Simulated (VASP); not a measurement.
# LiAgAs (P4/nmm) in VASP: a series of runs, part 2 of 2

VASP 6.6.1.

### 3 Relaxation of cell and atoms, PBE

This run uses another cell than the first one, of 16.06 Å³/atom.

File INCAR:

```
PREC     = Accurate       # precision mode
ENCUT    = 600            # plane-wave cutoff, eV
EDIFF    = 1E-7           # SCF threshold, eV
ISMEAR   = 0              # smearing method
SIGMA    = 0.1            # smearing width, eV
LREAL    = False          # projectors in reciprocal space
LASPH    = True           # aspherical terms in the spheres
NELM     = 60             # most SCF steps
ALGO     = Normal         # electronic algorithm
ISIF     = 3              # what is computed and relaxed
LWAVE    = False          # write WAVECAR
LCHARG   = False          # write CHGCAR
GGA      = PE             # functional
IBRION   = 2              # ionic algorithm
NSW      = 90             # ionic steps
EDIFFG   = -0.04          # ionic threshold
```

File KPOINTS:

```
Automatic mesh
0
Gamma
  4 4 4
```

File POSCAR:

```
LiAgAs
1.0
    3.7974921321      0.0000000000      0.0000000000
    0.0000000000      3.7974921321      0.0000000000
    0.0000000000      0.0000000000      6.6831126451
Li Ag As
2 2 2
Direct
    0.5000000000      0.0000000000      0.2055000000
    0.0000000000      0.5000000000      0.7945000000
    0.5000000000      0.0000000000      0.6485000000
    0.0000000000      0.5000000000      0.3515000000
    0.0000000000      0.0000000000      0.0000000000
    0.5000000000      0.5000000000      0.0000000000
```

Potentials or basis: VASP PAW PBE potentials, release 64 (Li_sv, Ag, As).

Command:

```bash
> cat potpaw_PBE.64/Li_sv/POTCAR potpaw_PBE.64/Ag/POTCAR potpaw_PBE.64/As/POTCAR > POTCAR
> mpirun -np 1 vasp_std > vasp.out
```

OUTCAR:

```text
PREC = Accurate
   ENCUT = 600
   EDIFF = 1E-7
   ISMEAR = 0
   LREAL = False
   LASPH = True
   NELM = 60
   ISIF = 3
   GGA = PE
   IBRION = 2
   NSW = 90
   EDIFFG = -0.04

 ion  position               nearest neighbor table
   1  0.500  0.000  0.206-   5 2.34   6 2.34   6 2.34   5 2.34   4 2.86   4 2.86   4 2.86   4 2.86
                             3 2.96
   2  0.000  0.500  0.794-   5 2.34   6 2.34   5 2.34   6 2.34   3 2.86   3 2.86   3 2.86   3 2.86
                             4 2.96
   3  0.500  0.000  0.648-   2 2.86   2 2.86   2 2.86   2 2.86   1 2.96   6 3.02   6 3.02   5 3.02
                             5 3.02   4 3.34   4 3.34   4 3.34   4 3.34
   4  0.000  0.500  0.352-   1 2.86   1 2.86   1 2.86   1 2.86   2 2.96   5 3.02   6 3.02   6 3.02
                             5 3.02   3 3.34   3 3.34   3 3.34   3 3.34
   5  0.000  0.000  0.000-   1 2.34   2 2.34   2 2.34   1 2.34   6 2.69   6 2.69   6 2.69   6 2.69
                             4 3.02   3 3.02   4 3.02   3 3.02
   6  0.500  0.500  0.000-   1 2.34   2 2.34   1 2.34   2 2.34   5 2.69   5 2.69   5 2.69   5 2.69
                             4 3.02   4 3.02   3 3.02   3 3.02

  LATTYP: Found a simple tetragonal cell.
 ALAT       =     3.7974921321
 C/A-ratio  =     1.7598753105

  Lattice vectors:

 A1 = (   3.7974921321,   0.0000000000,   0.0000000000)
 A2 = (   0.0000000000,   3.7974921321,   0.0000000000)
 A3 = (   0.0000000000,   0.0000000000,   6.6831126451)

Analysis of symmetry for initial positions (statically):
=====================================================================
 Subroutine PRICEL returns:
 Original cell was already a primitive cell.

 Routine SETGRP: Setting up the symmetry group for a
 simple tetragonal supercell.

 Subroutine GETGRP returns: Found 16 space group operations
 (whereof  8 operations were pure point group operations)
 out of a pool of 16 trial point group operations.

The static configuration has the point symmetry D_2d.
 The point group associated with its full space group is D_4h.

Analysis of symmetry for dynamics (positions and initial velocities):
=====================================================================
 Subroutine PRICEL returns:
 Original cell was already a primitive cell.

[... 144 lines left out ...]
  volume of cell :       96.38
 maximum number of plane-waves:      3242
   NGX = 15   NGY = 15   NGZ = 27

--------------------------------------- Ionic step        1  -------------------------------------------

 number of electron      38.0000013 magnetization

 Free energy of the ion-electron system (eV)
  ---------------------------------------------------
  ext. energy  EPLUGINS =         0.00000000
  ---------------------------------------------------
  free energy    TOTEN  =       -17.91135002 eV

  energy without entropy =      -17.90233146  energy(sigma->0) =      -17.90684074

------------------------ aborting loop because EDIFF is reached ----------------------------------------

  FORCE on cell =-STRESS in cart. coord.  units (eV):
  Direction    XX          YY          ZZ          XY          YZ          ZX
  --------------------------------------------------------------------------------------
  -------------------------------------------------------------------------------------
  Total        6.8416449      6.8416449      5.7739167      0.0000000      0.0000000     -0.0000000
  in kB      113.7361607    113.7361607     95.9861443      0.0000000      0.0000000     -0.0000000
  external PRESSURE =     107.8194886 kB  Pullay stress =       0.0000000 kB
[... 101 lines left out ...]
  FREE ENERGIE OF THE ION-ELECTRON SYSTEM (eV)
  ---------------------------------------------------
  free  energy   TOTEN  =       -18.7541519471 eV

  energy  without entropy=      -18.7447058232  energy(sigma->0) =      -18.74942889

[... ionic steps 4 to 27 ...]

--------------------------------------- Ionic step       28  -------------------------------------------

 number of electron      38.0000023 magnetization

 E-fermi :   4.8214     XC(G=0): -10.0484

 val. band max:        4.7590251365   @ k =   0.2500   0.2500   0.0000
 cond. band min:       4.8267528807   @ k =   0.2500   0.0000   0.2500
 fundamental gap:      0.0677277442
 Fermi energy:         4.8213910990

 k-point     1 :       0.0000    0.0000    0.0000
  band No.  band energies     occupation
      1     -41.0768      2.00000
      2     -41.0764      2.00000
      3      -8.8526      2.00000
      4      -1.2970      2.00000
      5      -0.4235      2.00000
      6      -0.1703      2.00000
[... 536 lines left out ...]
--------------------------------------- Ionic step       30  -------------------------------------------

 number of electron      38.0000031 magnetization

 Free energy of the ion-electron system (eV)
  ---------------------------------------------------
  ext. energy  EPLUGINS =         0.00000000
  ---------------------------------------------------
  free energy    TOTEN  =       -19.21042638 eV

  energy without entropy =      -19.20185569  energy(sigma->0) =      -19.20614104

 E-fermi :   4.6333     XC(G=0):  -9.9500

 val. band max:        4.5441502855   @ k =   0.2500   0.2500   0.0000
 cond. band min:       4.6462281760   @ k =   0.2500   0.0000   0.2500
 fundamental gap:      0.1020778905
 Fermi energy:         4.6332656195

 k-point     1 :       0.0000    0.0000    0.0000
  band No.  band energies     occupation
      1     -41.2779      2.00000
      2     -41.2776      2.00000
      3      -8.9585      2.00000
      4      -1.5691      2.00000
      5      -0.5237      2.00000
      6      -0.2908      2.00000
[... 490 lines left out ...]
  FREE ENERGIE OF THE ION-ELECTRON SYSTEM (eV)
  ---------------------------------------------------
  free  energy   TOTEN  =       -19.2104263786 eV

  energy  without entropy=      -19.2018556915  energy(sigma->0) =      -19.20614104

 reached required accuracy - stopping structural energy minimisation
```

OSZICAR:

```text
N       E                     dE             d eps       ncg     rms          rms(c)
DAV:   1     0.247032119990E+03    0.24703E+03   -0.19701E+04   828   0.182E+03
DAV:   2    -0.900939719664E+00   -0.24793E+03   -0.24102E+03   905   0.377E+02
DAV:   3    -0.184835997463E+02   -0.17583E+02   -0.17325E+02  1299   0.738E+01
DAV:   4    -0.193803506011E+02   -0.89675E+00   -0.89301E+00  1115   0.166E+01
[... 309 lines left out ...]
DAV:   5    -0.192104288652E+02    0.99045E-05   -0.21153E-04  1013   0.108E-01    0.191E-02
DAV:   6    -0.192104261592E+02    0.27060E-05   -0.37548E-05  1099   0.293E-02    0.427E-03
DAV:   7    -0.192104260848E+02    0.74420E-07   -0.30719E-06   922   0.896E-03    0.227E-03
DAV:   8    -0.192104263889E+02   -0.30415E-06   -0.13322E-07   670   0.248E-03    0.333E-04
DAV:   9    -0.192104263786E+02    0.10315E-07   -0.35452E-08   470   0.115E-03
  30 F= -.19210426E+02 E0= -.19206141E+02  d E =-.104723E-01
```

CONTCAR:

```text
LiAgAs
   1.00000000000000
     3.7656853450597034   -0.0000000000000000   -0.0000000000000000
    -0.0000000000000000    3.7656853450597034    0.0000000000000000
    -0.0000000000000000    0.0000000000000000    7.7519531031699840
  Li              Ag              As
     2     2     2
Direct
     0.5000000000000000    0.0000000000000000    0.2449606435710538
     0.0000000000000000    0.5000000000000000    0.7550393564289463
     0.5000000000000000    0.0000000000000000    0.5765026392348895
     0.0000000000000000    0.5000000000000000    0.4234973607651101
     0.0000000000000000    0.0000000000000000    0.0000000000000000
     0.5000000000000000    0.5000000000000000    0.0000000000000000

  0.00000000E+00  0.00000000E+00  0.00000000E+00
  0.00000000E+00  0.00000000E+00  0.00000000E+00
  0.00000000E+00  0.00000000E+00  0.00000000E+00
  0.00000000E+00  0.00000000E+00  0.00000000E+00
  0.00000000E+00  0.00000000E+00  0.00000000E+00
  0.00000000E+00  0.00000000E+00  0.00000000E+00
```

Run time: 8.2 min. Hardware: 1 thread of AMD EPYC 9R45 (Zen 5), shared host; peak memory 0.22 GiB.

Results:

- Free energy: -19.2104 eV
- Relaxed volume: 18.32 Å³/atom
- Relaxed cell: a = 3.766 Å, b = 3.766 Å, c = 7.752 Å, α = 90.00°, β = 90.00°, γ = 90.00°
- Space group after relaxing (to 0.1 Å): P4/nmm (No. 129)
- Energy gained by relaxing: 216.5 meV/atom
- Ionic steps: 30
- Pressure after relaxing: -0.1 GPa
- Largest force after relaxing: 0.034 eV/Å
- Band gap on the k mesh: zero (bands 19 and 20 overlap by 2.56 eV)

Forces in eV/Å, atoms in the order of the input:
```
Li   0.000  0.000 -0.034
Li   0.000  0.000  0.034
Ag   0.000  0.000  0.022
Ag   0.000  0.000 -0.022
As   0.000  0.000  0.000
As   0.000  0.000  0.000
```

Step by step:
| step | energy change (eV) | largest force (eV/Å) | pressure (GPa) | volume (Å³) |
| --- | --- | --- | --- | --- |
| 1 | 0.0000 | 2.2341 | 10.78 | 96.38 |
| 2 | -0.8310 | 0.9609 | -0.84 | 112.25 |
| 3 | -0.8428 | 0.8305 | -1.88 | 114.58 |
| 4 | -0.9555 | 0.6916 | -1.49 | 112.16 |
| 5 | -1.1364 | 0.1440 | 0.42 | 105.08 |
| 6 | -1.1386 | 0.0775 | 0.80 | 104.08 |
| 7 | -1.1387 | 0.0863 | 0.72 | 104.28 |
| 8 | -1.1443 | 0.0400 | -0.19 | 105.89 |
| 9 | -1.1443 | 0.0426 | -0.14 | 105.80 |
| 10 | -1.1465 | 0.0636 | -0.15 | 105.73 |
| 11 | -1.1536 | 0.1350 | -0.20 | 105.49 |
| 12 | -1.1767 | 0.2735 | -0.24 | 104.94 |
| 13 | -1.1856 | 0.3902 | 1.17 | 103.58 |
| 14 | -1.1993 | 0.3453 | 0.17 | 104.36 |
| 15 | -1.2003 | 0.3592 | 0.46 | 104.10 |
| 16 | -1.2006 | 0.3544 | 0.35 | 104.19 |
| 17 | -1.2011 | 0.3544 | 0.38 | 104.19 |
| 18 | -1.2023 | 0.3542 | 0.44 | 104.18 |
| 19 | -1.2034 | 0.3543 | 0.58 | 104.16 |
| 20 | -1.2056 | 0.3484 | 0.55 | 104.24 |
| 21 | -1.2119 | 0.3307 | 0.46 | 104.46 |
| 22 | -1.2236 | 0.2959 | 0.31 | 104.90 |
| 23 | -1.2430 | 0.2258 | 0.04 | 105.79 |
| 24 | -1.2662 | 0.2582 | -0.33 | 107.59 |
| 25 | -1.2359 | 0.5011 | -0.64 | 111.23 |
| 26 | -1.2693 | 0.3080 | -0.43 | 108.40 |
| 27 | -1.2796 | 0.2706 | -0.08 | 108.18 |
| 28 | -1.2886 | 0.1919 | 0.69 | 107.73 |
| 29 | -1.2979 | 0.0859 | 0.12 | 109.18 |
| 30 | -1.2991 | 0.0340 | -0.15 | 109.93 |

Final structure:
```cif
data_structure
_symmetry_space_group_name_H-M 'P 1'
_symmetry_Int_Tables_number 1
_cell_length_a 3.7657
_cell_length_b 3.7657
_cell_length_c 7.7520
_cell_angle_alpha 90.000
_cell_angle_beta 90.000
_cell_angle_gamma 90.000
_cell_volume 109.93
loop_
_atom_site_label
_atom_site_type_symbol
_atom_site_fract_x
_atom_site_fract_y
_atom_site_fract_z
_atom_site_occupancy
Li1 Li 0.50000 0.00000 0.24496 1
Li2 Li 0.00000 0.50000 0.75504 1
Ag1 Ag 0.50000 0.00000 0.57650 1
Ag2 Ag 0.00000 0.50000 0.42350 1
As1 As 0.00000 0.00000 0.00000 1
As2 As 0.50000 0.50000 0.00000 1
```

Caveat: the k points lie up to 0.42 Å⁻¹ apart in the final cell, too coarse for converged energies and pressures of a metal; the cutoff is under 1.25 times the usual one of these potentials, so pressure, stress and relaxed cells hold a basis-set (Pulay) error; a cell axis changed by over 15 % at a fixed basis, so the end point is rough.
